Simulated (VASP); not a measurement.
# TiO2 (Rutile) (P4_2/mnm) in VASP: settings compared

The runs below take TiO2 (Rutile) through single point, with PBE, r2SCAN.

Everything below comes from runs of VASP 6.6.1. Logs are shortened: lines on timing, memory, paths and dates and some standing lists are left out, and cuts for length are marked.

**Experimental background.**

“Shallow Valence Band of Rutile GeO2 and P-type Doping”, 2020, arxiv:2011.08928 quotes, for a bulk crystal of TiO2 at 1.6 K: band gap 3.03 eV (direct).

The results are compared with them further down.

## Step 1: The cell of the first run

The structure is tetragonal, space group P4_2/mnm (No. 136). The conventional cell has a = 4.597 Å, b = 4.597 Å, c = 2.954 Å, α = 90.00°, β = 90.00°, γ = 90.00°. Within 2.6 Å of Ti (site symmetry mmm) lie 6 O at 1.95 to 1.98 Å. O (site symmetry m2m) has 3 Ti at 1.95 to 1.98 Å and 1 O at 2.54 Å within 2.6 Å.

## Step 2: Single point, PBE

The input, INCAR:

```
  PREC = Accurate
  ENCUT = 520
  EDIFF = 1E-6
  ISMEAR = 0
  SIGMA = 0.01
  LREAL = F
  LASPH = T
  NELM = 60
  ALGO = Normal
  ISIF = 2
  LWAVE = F
  LCHARG = F
  GGA = PE
  NBANDS = 33
```

The input, KPOINTS:

```
Automatic mesh
0
Gamma
  4 4 6
```

The input, POSCAR:

```
TiO2
1.0
    4.5968460591      0.0000000000      0.0000000000
    0.0000000000      4.5968460591      0.0000000000
    0.0000000000      0.0000000000      2.9535014566
Ti O
2 4
Direct
    0.0000000000      0.0000000000      0.0000000000
    0.5000000000      0.5000000000      0.5000000000
    0.3046430035      0.3046430035      0.0000000000
    0.1953569965      0.8046430035      0.5000000000
    0.6953569965      0.6953569965      0.0000000000
    0.8046430035      0.1953569965      0.5000000000
```

Potentials or basis: VASP PAW PBE potentials, release 64 (Ti_sv, O).

Started as:

```console
$ cat potpaw_PBE.64/Ti_sv/POTCAR potpaw_PBE.64/O/POTCAR > POTCAR
$ mpirun -np 1 vasp_std > vasp.out
```

OUTCAR:

```text
PREC = Accurate
   ENCUT = 520
   EDIFF = 1E-6
   ISMEAR = 0
   LREAL = F
   LASPH = T
   NELM = 60
   ISIF = 2
   GGA = PE

 ion  position               nearest neighbor table
   1  0.000  0.000  0.000-   4 1.95   6 1.95   4 1.95   6 1.95   5 1.98   3 1.98
   2  0.500  0.500  0.500-   3 1.95   5 1.95   3 1.95   5 1.95   4 1.98   6 1.98
   3  0.305  0.305  0.000-   2 1.95   2 1.95   1 1.98
   4  0.195  0.805  0.500-   1 1.95   1 1.95   2 1.98
   5  0.695  0.695  0.000-   2 1.95   2 1.95   1 1.98
   6  0.805  0.195  0.500-   1 1.95   1 1.95   2 1.98

  LATTYP: Found a simple tetragonal cell.
 ALAT       =     4.5968460591
 C/A-ratio  =     0.6425060615

  Lattice vectors:

 A1 = (   4.5968460591,   0.0000000000,   0.0000000000)
 A2 = (   0.0000000000,   4.5968460591,   0.0000000000)
 A3 = (   0.0000000000,   0.0000000000,   2.9535014566)

Analysis of symmetry for initial positions (statically):
=====================================================================
 Subroutine PRICEL returns:
 Original cell was already a primitive cell.

 Routine SETGRP: Setting up the symmetry group for a
 simple tetragonal supercell.

 Subroutine GETGRP returns: Found 16 space group operations
 (whereof  8 operations were pure point group operations)
 out of a pool of 16 trial point group operations.

The static configuration has the point symmetry D_2h.
 The point group associated with its full space group is D_4h.

Analysis of symmetry for dynamics (positions and initial velocities):
=====================================================================
 Subroutine PRICEL returns:
 Original cell was already a primitive cell.

 Routine SETGRP: Setting up the symmetry group for a
 simple tetragonal supercell.

 Subroutine GETGRP returns: Found 16 space group operations
 (whereof  8 operations were pure point group operations)
 out of a pool of 16 trial point group operations.

The dynamic configuration has the point symmetry D_2h.
 The point group associated with its full space group is D_4h.

 Subroutine INISYM returns: Found 16 space group operations
 (whereof  8 operations are pure point group operations),
 and found     1 'primitive' translations

----------------------------------------------------------------------------------------

                                     Primitive cell

  volume of cell :      62.4104

  direct lattice vectors                    reciprocal lattice vectors
     4.596846059  0.000000000  0.000000000     0.217540459  0.000000000  0.000000000
     0.000000000  4.596846059  0.000000000     0.000000000  0.217540459  0.000000000
     0.000000000  0.000000000  2.953501457     0.000000000  0.000000000  0.338581177

  length of vectors
     4.596846059  4.596846059  2.953501457     0.217540459  0.217540459  0.338581177

  position of ions in fractional coordinates (direct lattice)
     0.000000000  0.000000000  0.000000000
     0.500000000  0.500000000  0.500000000
     0.304643003  0.304643003  0.000000000
     0.195356997  0.804643003  0.500000000
     0.695356997  0.695356997  0.000000000
     0.804643003  0.195356997  0.500000000

  ion indices of the primitive-cell ions
   primitive index   ion index
                 1           1
                 2           2
                 3           3
                 4           4
                 5           5
                 6           6

----------------------------------------------------------------------------------------

 KPOINTS: Automatic mesh

Automatic generation of k-mesh.
 Grid dimensions read from file:
 generate k-points for:    4    4    6

 Generating k-lattice:

  Cartesian coordinates                     Fractional coordinates (reciprocal lattice)
     0.054385115  0.000000000  0.000000000     0.250000000  0.000000000  0.000000000
     0.000000000  0.054385115  0.000000000     0.000000000  0.250000000  0.000000000
     0.000000000  0.000000000  0.056430196     0.000000000  0.000000000  0.166666667

  Length of vectors
     0.054385115  0.054385115  0.056430196

  Shift w.r.t. Gamma in fractional coordinates (k-lattice)
     0.000000000  0.000000000  0.000000000

 Subroutine IBZKPT returns following result:
 ===========================================

 Found     24 irreducible k-points:

 Following reciprocal coordinates:
            Coordinates               Weight
  0.000000  0.000000  0.000000      1.000000
  0.250000  0.000000  0.000000      4.000000
  0.500000  0.000000  0.000000      2.000000
  0.250000  0.250000  0.000000      4.000000
  0.500000  0.250000  0.000000      4.000000
  0.500000  0.500000  0.000000      1.000000
[... 16 lines left out ...]
  0.500000  0.250000  0.500000      4.000000
  0.500000  0.500000  0.500000      1.000000
   k-points           NKPTS =     24   k-points in BZ     NKDIM =     24   number of bands    NBANDS=     33
   number of dos      NEDOS =    301   number of ions     NIONS =      6
   total plane-waves  NPLWV =  31104
   dimension x,y,z NGX =    36 NGY =   36 NGZ =   24
   dimension x,y,z NGXF=    72 NGYF=   72 NGZF=   48
   ions per type =               2   4
   NGX,Y,Z   is equivalent  to a cutoff of  13.02, 13.02, 13.51 a.u.
   NGXF,Y,Z  is equivalent  to a cutoff of  26.04, 26.04, 27.02 a.u.
 SYSTEM =  unknown system
   PREC   = accura    normal or accurate (medium, high low for compatibility)
   ISTART =      0    job   : 0-new  1-cont  2-samecut
   ICHARG =      2    charge: 1-file 2-atom 10-const
   ISPIN  =      1    spin polarized calculation?
   LNONCOLLINEAR =      F non collinear calculations
   LSORBIT =      F    spin-orbit coupling
   LASPH  =      T    aspherical Exc in radial PAW
   ENCUT  =  520.0 eV  38.22 Ry    6.18 a.u.   8.55  8.55  5.49*2*pi/ulx,y,z
   NELM   =     60;   NELMIN=  2; NELMDL= -5     # of ELM steps
   EDIFF  = 0.1E-05   stopping-criterion for ELM
   LREAL  =      F    real-space projection
   EDIFFG = 0.1E-04   stopping-criterion for IOM
   NSW    =      0    number of steps for IOM
   IBRION =     -1    ionic relax: 0-MD 1-quasi-New 2-CG
   NFREE  =      0    steps in history (QN), initial steepest desc. (CG)
   ISIF   =      2    stress and relaxation
   ISYM   =      2    0-nonsym 1-usesym 2-fastsym
   POTIM  = 0.5000    time-step for ionic-motion
   TEBEG  =    0.0;   TEEND  =   0.0 temperature during run
   PSTRESS=    0.0 pullay stress
   NELECT =      48.0000    total number of electrons
   NUPDOWN=      -1.0000    fix difference up-down
   EMIN   =  10.00;   EMAX   =-10.00  energy-range for DOS
   EFERMI =   0.00;   METHOD = LEGACY
   ISMEAR =     0;   SIGMA  =   0.01  broadening in eV -4-tet -1-fermi 0-gaus
   EFERMI_NEDOS =   21; number of points for ismear=-14 and -15
   IALGO  =     38    algorithm
   IMIX   =      4    mixing-type and parameters
     AMIX     =   0.40;   BMIX     =  1.00
     AMIX_MAG =   1.60;   BMIX_MAG =  1.00
  volume/ion in A,a.u.               =      10.40        70.19
  Fermi-wavevector in a.u.,A,eV,Ry     =   1.499925  2.834447 30.610047  2.249775
  Thomas-Fermi vector in A             =   2.611492
   LORBIT       =      0    0 simple, 1 ext, 2 COOP (PROOUT), +10 PAW based schemes
   GGA     = PE    functional components
   LHFCALC =     F    Hartree Fock is set to
   AEXX    =    0.0000 exact exchange contribution
   IVDW    =     0    specifies the selected vdW correction
   LEPSILON=     F    determine dielectric tensor
   LRPA    =     F    only Hartree local field effects (RPA)
 non-spin polarized calculation
 Gauss-broadening in eV      SIGMA  =   0.01
  energy-cutoff  :      520.00
  volume of cell :       62.41
 maximum number of plane-waves:      1698
 NGX is ok and might be reduce to    36
   NGX = 17   NGY = 17   NGZ = 11

 number of electron      48.0000021 magnetization

 Free energy of the ion-electron system (eV)
  ---------------------------------------------------
  ext. energy  EPLUGINS =         0.00000000
  ---------------------------------------------------
  free energy    TOTEN  =       -53.64387063 eV

  energy without entropy =      -53.64387063  energy(sigma->0) =      -53.64387063

 E-fermi :   4.9584     XC(G=0): -11.4137

 val. band max:        4.8512597524   @ k =   0.0000   0.0000   0.0000
 cond. band min:       6.7119311622   @ k =   0.0000   0.0000   0.0000
 fundamental gap:      1.8606714098
 Fermi energy:         4.9584082558

 k-point     1 :       0.0000    0.0000    0.0000
  band No.  band energies     occupation
      1     -52.0654      2.00000
      2     -52.0483      2.00000
      3     -28.3740      2.00000
      4     -28.3740      2.00000
      5     -28.2083      2.00000
      6     -28.2083      2.00000
[... 25 lines left out ...]
     32      11.4625      0.00000
     33      11.4628      0.00000

 k-point     2 :       0.2500    0.0000    0.0000
  band No.  band energies     occupation
      1     -52.0629      2.00000
      2     -52.0508      2.00000
      3     -28.3548      2.00000
      4     -28.3532      2.00000
      5     -28.2312      2.00000
      6     -28.2295      2.00000
[... 25 lines left out ...]
     32      11.2758      0.00000
     33      11.3102      0.00000

 k-point     3 :       0.5000    0.0000    0.0000
  band No.  band energies     occupation
      1     -52.0568      2.00000
      2     -52.0568      2.00000
      3     -28.3214      2.00000
      4     -28.3214      2.00000
      5     -28.2650      2.00000
      6     -28.2650      2.00000
[... 25 lines left out ...]
     32      10.9348      0.00000
     33      11.1065      0.00000

 k-point     4 :       0.2500    0.2500    0.0000
  band No.  band energies     occupation
      1     -52.0611      2.00000
      2     -52.0526      2.00000
      3     -28.3802      2.00000
      4     -28.3218      2.00000
      5     -28.2646      2.00000
      6     -28.2045      2.00000
[... 673 lines left out ...]
     32      10.7002      0.00000
     33      10.8724      0.00000

 k-point    23 :       0.5000    0.2500    0.5000
  band No.  band energies     occupation
      1     -52.0158      2.00000
      2     -52.0158      2.00000
      3     -28.6070      2.00000
      4     -28.6070      2.00000
      5     -28.2250      2.00000
      6     -28.2250      2.00000
[... 25 lines left out ...]
     32      10.0636      0.00000
     33      11.6190      0.00000

 k-point    24 :       0.5000    0.5000    0.5000
  band No.  band energies     occupation
      1     -52.0158      2.00000
      2     -52.0158      2.00000
      3     -28.6010      2.00000
      4     -28.6010      2.00000
      5     -28.2311      2.00000
      6     -28.2311      2.00000
[... 25 lines left out ...]
     32      10.7603      0.00000
     33      10.8588      0.00000

------------------------ aborting loop because EDIFF is reached ----------------------------------------

  FORCE on cell =-STRESS in cart. coord.  units (eV):
  Direction    XX          YY          ZZ          XY          YZ          ZX
  --------------------------------------------------------------------------------------
  -------------------------------------------------------------------------------------
  Total        2.2761258      2.2761258      2.3162681     -0.0000000      0.0000000      0.0000000
  in kB       58.4318619     58.4318619     59.4623818     -0.0000000      0.0000000      0.0000000
  external PRESSURE =      58.7753685 kB  Pullay stress =       0.0000000 kB

 VOLUME and BASIS-vectors are now :
 -----------------------------------------------------------------------------
  energy-cutoff  :      520.00
  volume of cell :       62.41
      direct lattice vectors                 reciprocal lattice vectors
     4.596846059  0.000000000  0.000000000     0.217540459  0.000000000  0.000000000
     0.000000000  4.596846059  0.000000000     0.000000000  0.217540459  0.000000000
     0.000000000  0.000000000  2.953501457     0.000000000  0.000000000  0.338581177

 POSITION                                       TOTAL-FORCE (eV/Angst)
 -----------------------------------------------------------------------------------
      0.00000      0.00000      0.00000         0.000000      0.000000     -0.000000
      2.29842      2.29842      1.47675         0.000000      0.000000     -0.000000
      1.40040      1.40040      0.00000        -0.057654     -0.057654     -0.000000
      0.89803      3.69882      1.47675         0.057654     -0.057654     -0.000000
      3.19645      3.19645      0.00000         0.057654      0.057654      0.000000
      3.69882      0.89803      1.47675        -0.057654      0.057654      0.000000
 -----------------------------------------------------------------------------------
    total drift:                               -0.000000      0.000000      0.000000

  FREE ENERGIE OF THE ION-ELECTRON SYSTEM (eV)
  ---------------------------------------------------
  free  energy   TOTEN  =       -53.6438706267 eV

  energy  without entropy=      -53.6438706267  energy(sigma->0) =      -53.64387063
```

Run time: 29 s. Hardware: 1 thread of Intel Xeon Platinum 8559C (Emerald Rapids), shared host; peak memory 0.19 GiB.

Results:

```
Free energy            : -53.6439 eV
Pressure               : 5.9 GPa
Largest force          : 0.082 eV/Å
Band gap on the k mesh : 1.86 eV, direct
```

Forces in eV/Å, atoms in the order of the input:
```
Ti   0.000  0.000  0.000
Ti   0.000  0.000  0.000
O   -0.058 -0.058  0.000
O    0.058 -0.058  0.000
O    0.058  0.058  0.000
O   -0.058  0.058  0.000
```

Levels at points of the mesh, in eV from the valence-band top:
| k point | band 21 | band 22 | band 23 | band 24 | band 25 | band 26 | band 27 | band 28 |
| --- | --- | --- | --- | --- | --- | --- | --- | --- |
| (0.00, 0.00, 0.00) | -0.70 | -0.45 | -0.45 | 0.00 | 1.86 | 2.16 | 2.40 | 2.50 |
| (0.50, 0.00, 0.00) | -1.63 | -1.63 | -0.74 | -0.74 | 2.53 | 2.53 | 3.02 | 3.02 |
| (0.50, 0.50, 0.00) | -1.30 | -1.30 | -1.06 | -1.06 | 1.90 | 1.90 | 2.52 | 2.52 |
| (0.00, 0.00, 0.50) | -2.36 | -2.36 | -1.43 | -1.43 | 2.96 | 2.96 | 3.18 | 3.18 |
| (0.50, 0.00, 0.50) | -2.04 | -2.04 | -1.04 | -1.04 | 1.90 | 1.90 | 3.20 | 3.20 |
| (0.50, 0.50, 0.50) | -1.28 | -1.28 | -0.67 | -0.67 | 2.59 | 2.59 | 3.21 | 3.21 |

A k mesh can miss the band edges.

## Step 3: Single point, PBE

The input, INCAR:

```
SYSTEM = TiO2
PREC = Accurate ; ENCUT = 520
EDIFF = 1E-6 ; ISMEAR = 0
SIGMA = 0.01 ; LREAL = .FALSE.
LASPH = .TRUE. ; NELM = 60
ALGO = Normal ; ISIF = 2
LWAVE = .FALSE. ; LCHARG = .FALSE.
GGA = PE ; NBANDS = 33
```

The input, KPOINTS:

```
regular mesh
0
G
  4 4 6
  0 0 0
```

POSCAR is that of step 2.

Potentials or basis: VASP PAW PBE potentials, release 64 (Ti_sv, O).

Started as:

```console
$ cat potpaw_PBE.64/Ti_sv/POTCAR potpaw_PBE.64/O/POTCAR > POTCAR
$ mpirun -np 1 vasp_std > vasp.out
```

Wall time 30 s (1 thread of Intel Xeon Platinum 8559C (Emerald Rapids), shared host); peak memory 0.18 GiB.

It converged, with:

- Free energy: -53.6439 eV
- Pressure: 5.9 GPa
- Largest force: 0.082 eV/Å
- Band gap on the k mesh: 1.86 eV, direct

Forces on the atoms (eV/Å):
```
Ti   0.000  0.000  0.000
Ti   0.000  0.000  0.000
O   -0.058 -0.058  0.000
O    0.058 -0.058  0.000
O    0.058  0.058  0.000
O   -0.058  0.058  0.000
```

Stress tensor (GPa, compression positive):
```
5.84 0.00 0.00
0.00 5.84 0.00
0.00 0.00 5.95
```

Levels at points of the mesh, in eV from the valence-band top:
| k point | band 22 | band 23 | band 24 | band 25 | band 26 | band 27 |
| --- | --- | --- | --- | --- | --- | --- |
| (0.00, 0.00, 0.00) | -0.45 | -0.45 | 0.00 | 1.86 | 2.16 | 2.40 |
| (0.50, 0.00, 0.00) | -1.63 | -0.74 | -0.74 | 2.53 | 2.53 | 3.02 |
| (0.50, 0.50, 0.00) | -1.30 | -1.06 | -1.06 | 1.90 | 1.90 | 2.52 |
| (0.00, 0.00, 0.50) | -2.36 | -1.43 | -1.43 | 2.96 | 2.96 | 3.18 |
| (0.50, 0.00, 0.50) | -2.04 | -1.04 | -1.04 | 1.90 | 1.90 | 3.20 |
| (0.50, 0.50, 0.50) | -1.28 | -0.67 | -0.67 | 2.59 | 2.59 | 3.21 |

A k mesh can miss the band edges.

## Step 4: Single point, r2SCAN

POSCAR is that of step 3.

The input, INCAR.step1:

```
SYSTEM = TiO2
PREC = Accurate ; ENCUT = 520
ISMEAR = 0 ; SIGMA = 0.01
LREAL = .False. ; LASPH = .True.
NELM = 100 ; NBANDS = 33
GGA = PE ; ALGO = Normal
EDIFF = 1E-4 ; LWAVE = .True.
LCHARG = .False.
```

The input, INCAR.step2:

```
SYSTEM = TiO2
PREC = Accurate ; ENCUT = 520
EDIFF = 1E-6 ; ISMEAR = 0
SIGMA = 0.01 ; LREAL = .False.
LASPH = .True. ; NELM = 100
ALGO = Normal ; ISIF = 2
LWAVE = .False. ; LCHARG = .False.
METAGGA = R2SCAN ; LMIXTAU = .True.
NBANDS = 33 ; ISTART = 1
```

The input, KPOINTS:

```
regular mesh
0
Gamma
  4 4 6
  0 0 0
```

Started as:

```console
$ cat potpaw_PBE.64/Ti_sv/POTCAR potpaw_PBE.64/O/POTCAR > POTCAR
$ cp INCAR.step1 INCAR
$ mpirun -np 1 vasp_std > vasp.out
$ cp INCAR.step2 INCAR
$ mpirun -np 1 vasp_std > vasp.out
```

Run time: 100 s. Hardware: 1 thread of Intel Xeon Platinum 8559C (Emerald Rapids), shared host; peak memory 0.19 GiB.

It converged, with:

| Property | Result |
| --- | --- |
| Free energy | -69.7935 eV |
| Pressure | 1.3 GPa |
| Largest force | 0.038 eV/Å |
| Band gap on the k mesh | 2.23 eV, direct |

Forces on the atoms (eV/Å):
```
Ti   0.000  0.000  0.000
Ti   0.000  0.000  0.000
O   -0.027 -0.027  0.000
O    0.027 -0.027  0.000
O    0.027  0.027  0.000
O   -0.027  0.027  0.000
```

Stress tensor (GPa, compression positive):
```
1.05 0.00 0.00
0.00 1.05 0.00
0.00 0.00 1.80
```

Levels at points of the mesh, in eV from the valence-band top:
| k point | band 22 | band 23 | band 24 | band 25 | band 26 | band 27 |
| --- | --- | --- | --- | --- | --- | --- |
| (0.00, 0.00, 0.00) | -0.49 | -0.49 | 0.00 | 2.23 | 2.55 | 2.79 |
| (0.50, 0.00, 0.00) | -1.70 | -0.77 | -0.77 | 2.92 | 2.92 | 3.41 |
| (0.50, 0.50, 0.00) | -1.38 | -1.13 | -1.13 | 2.27 | 2.27 | 2.90 |
| (0.00, 0.00, 0.50) | -2.40 | -1.48 | -1.48 | 3.33 | 3.33 | 3.59 |
| (0.50, 0.00, 0.50) | -2.08 | -1.09 | -1.09 | 2.29 | 2.29 | 3.62 |
| (0.50, 0.50, 0.50) | -1.32 | -0.72 | -0.72 | 2.97 | 2.97 | 3.60 |

Caveat: the PAW data sets were made with another functional, which shifts forces and pressure a little.

## Step 5: Comparison with measurements

Step 4. A measured gap of TiO2 is 3.03 eV (direct; 1.6 K; quoted in “Shallow Valence Band of Rutile GeO2 and P-type Doping”, 2020, arxiv:2011.08928); the calculated 2.23 eV misses it by -0.80 eV. 2 values of this kind are on record in papers (3.03 to 3.05 eV); this one was drawn at random among those near their median. The value is that of r2SCAN on a finite k mesh, which can miss the band edges, without temperature or zero-point motion.
